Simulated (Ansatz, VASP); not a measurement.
Two plane-wave programs on F

Contents of INCAR:

```
SYSTEM = F
ALGO = Normal
EDIFF = 1E-6
ENCUT = 520
GGA = PE
ISIF = 2
ISMEAR = 0
LASPH = .TRUE.
LCHARG = .FALSE.
LREAL = .FALSE.
LWAVE = .FALSE.
NBANDS = 22
NELM = 100
PREC = Accurate
SIGMA = 0.02
```

File KPOINTS:

```
k-points
0
G
  8 8 4
  0 0 0
```

POSCAR

```
F
1.0
    2.7500000000     -1.6400000000      0.0000000000
    2.7500000000      1.6400000000      0.0000000000
   -1.5347200000      0.0000000000      7.1163900000
F
4
Direct
    0.9680000000      0.6020000000      0.0997000000
    0.3980000000      0.0320000000      0.4003000000
    0.0320000000      0.3980000000      0.9003000000
    0.6020000000      0.9680000000      0.5997000000
```

Input for Ansatz:

```yaml
crystal:
  lattice:
    - [2.75, -1.64, 0.0]
    - [2.75, 1.64, 0.0]
    - [-1.53472, 0.0, 7.11639]
  atoms:
    - { symbol: F, position: [0.968, 0.602, 0.0997] }
    - { symbol: F, position: [0.398, 0.032, 0.4003] }
    - { symbol: F, position: [0.032, 0.398, 0.9003] }
    - { symbol: F, position: [0.602, 0.968, 0.5997] }
basis:
  ecutwfc: 420
kpoints:
  mp_grid: { grid: [8, 8, 4] }
hamiltonian:
  xc: pbe
scf:
  occupations: { method: gaussian, width: 0.02 }
output:
  forces: true
  stress: true
  eigenvalues: true
```

Alike in both runs: task single point; functional PBE; k mesh 8 × 8 × 4; occupations gaussian, width 0.02 eV; no spin polarisation.

```csv
,VASP,Ansatz
version,VASP 6.6.1,Ansatz 0.2.0
potentials or method,"VASP PAW PBE potentials, release 64 (F), cutoff 520 eV","scalar-relativistic, plane waves, PAW"
valence electrons in the cell,28,28
```

```csv
,VASP,Ansatz,Ansatz less VASP
gap on the k mesh at the Fermi level (eV),1.92,1.98,+0.053
least direct gap on the mesh (eV),1.92,1.98,+0.053
pressure (GPa),-4.0,-4.1,-0.10
"traceless stress, the component that is largest in VASP (GPa)",-7.45,-8.58,-1.129
rms of the force components (eV/Å),0.961,1.110,+0.1488
```

Atom by atom the forces differ by 0.149 eV/Å (rms over components).
